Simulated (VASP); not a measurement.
Wanted: the native input for a VASP 6.6.1 run.

- Task: single point
- Functional: PBE
- Dispersion: D3(BJ)
- Potentials or basis: VASP PAW PBE potentials, release 64 (S, Pt)
- Cutoff: 400 eV
- k mesh: 9 × 9 × 1
- Occupations: gaussian, width 0.05 eV
- Spin: no spin polarisation
- Dipole correction: yes
- Further INCAR settings: ALGO = Normal; EDIFF = 1e-06; NBANDS = 31; NELMDL = -8

The structure of PtS2 lies in POSCAR:

```
PtS2
1.0
    3.5415277692      0.0000000000      0.0000000000
   -1.7707638846      3.0670530163      0.0000000000
    0.0000000000      0.0000000000     22.4670602589
S Pt
4 2
Direct
    0.6666666667      0.3333333333      0.2002932270
    0.3333333333      0.6666666667      0.3104857581
    0.5000000000      1.3333333333      0.4316322362
    0.1666666667      1.6666666667      0.5418240327
    0.0000000000      0.0000000000      0.2558254632
   -0.1666666667      1.0000000000      0.4862921736
```

This cell differs from its parent crystal: layers slid over each other, then relaxed in part.

One way to write it, as run:

INCAR

```
SYSTEM = PtS2
  ALGO = Normal
  DIPOL = 0.5 0.5 0.371
  EDIFF = 1E-6
  ENCUT = 400
  GGA = PE
  GGA_COMPAT = .FALSE.
  IDIPOL = 3
  ISIF = 2
  ISMEAR = 0
  IVDW = 12
  LASPH = .TRUE.
  LCHARG = .FALSE.
  LDIPOL = .TRUE.
  LREAL = .FALSE.
  LWAVE = .FALSE.
  NBANDS = 31
  NELM = 120
  NELMDL = -8
  PREC = Accurate
  SIGMA = 0.05
```

KPOINTS

```
k-points
0
G
  9 9 1
  0 0 0
```

Potentials or basis: VASP PAW PBE potentials, release 64 (S, Pt).

Run with:

```bash
$ cat potpaw_PBE.64/S/POTCAR potpaw_PBE.64/Pt/POTCAR > POTCAR
$ mpirun -np 1 vasp_std > vasp.out
```

It gave:

```yaml
Largest_force: 0.179 eV/Å
Band_gap_on_the_k_mesh: 1.00 eV (least direct gap 1.22 eV)
Dispersion_energy_per_atom: -0.341 eV
```

Caveat: the cell differs from its parent crystal (layers slid over each other, then relaxed in part); spin-orbit coupling is left out, which moves the levels of the heavy elements.

Run time: 3.7 min on 1 thread of Intel(R) Xeon(R) Platinum 8488C (Sapphire Rapids) (shared host), peak memory 0.38 GiB.
